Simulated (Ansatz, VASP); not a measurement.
# One calculation of HfB2, two programs

Contents of INCAR:

```
PREC = Accurate
ENCUT = 520
EDIFF = 1E-7
ISMEAR = 1
SIGMA = 0.1
LREAL = False
LASPH = True
NELM = 60
ALGO = Normal
ISIF = 2
LWAVE = False
LCHARG = False
GGA = PS
NBANDS = 15
```

File KPOINTS:

```
regular mesh
0
Gamma
  11 11 8
```

The input POSCAR:

```
HfB2
1.0
    3.2116206424      0.0000000000      0.0000000000
   -1.6058103212      2.7813450658      0.0000000000
    0.0000000000      0.0000000000      3.5593757438
Hf B
1 2
Direct
    0.0000000000      0.0000000000      0.0000000000
    0.3333333333      0.6666666667      0.5000000000
    0.6666666667      0.3333333333      0.5000000000
```

Input for Ansatz:

```yaml
crystal:
  lattice:
    - [3.2116206423567686, 0.0, 0.0]
    - [-1.6058103211783843, 2.781345065764605, 0.0]
    - [0.0, 0.0, 3.559375743758457]
  atoms:
    - { symbol: Hf, position: [0.0, 0.0, 0.0] }
    - { symbol: B, position: [0.3333333333333333, 0.6666666666666666, 0.5] }
    - { symbol: B, position: [0.6666666666666666, 0.3333333333333333, 0.5] }
basis:
  ecutwfc: 500.0
kpoints:
  mp_grid:
    grid: [11, 11, 8]
hamiltonian:
  xc: pbesol
scf:
  occupations:
    method: cold
output:
  stress: true
```

Alike in both runs: task single point; functional PBEsol; k mesh 11 × 11 × 8; no spin polarisation.

|  | VASP | Ansatz |
| --- | --- | --- |
| version | VASP 6.6.1 | Ansatz 0.2.0 |
| potentials or method | VASP PAW PBE potentials, release 64 (Hf_pv, B), cutoff 520 eV | plane waves, PAW |
| occupations | methfessel-paxton of order 1, width 0.1 eV | cold |
| valence electrons in the cell | 16 | 32 |

|  | VASP | Ansatz | Ansatz less VASP |
| --- | --- | --- | --- |
| pressure (GPa) | -19.2 | -18.9 | +0.30 |
| traceless stress, the component that is largest in VASP (GPa) | 0.56 | 0.47 | -0.088 |

VASP's potentials were made for PBE, not for PBEsol. VASP's potentials hold 16 valence electrons a cell and Ansatz's 32, so a difference there can come from the potentials and not from the codes.

Neither program's run includes spin-orbit coupling.
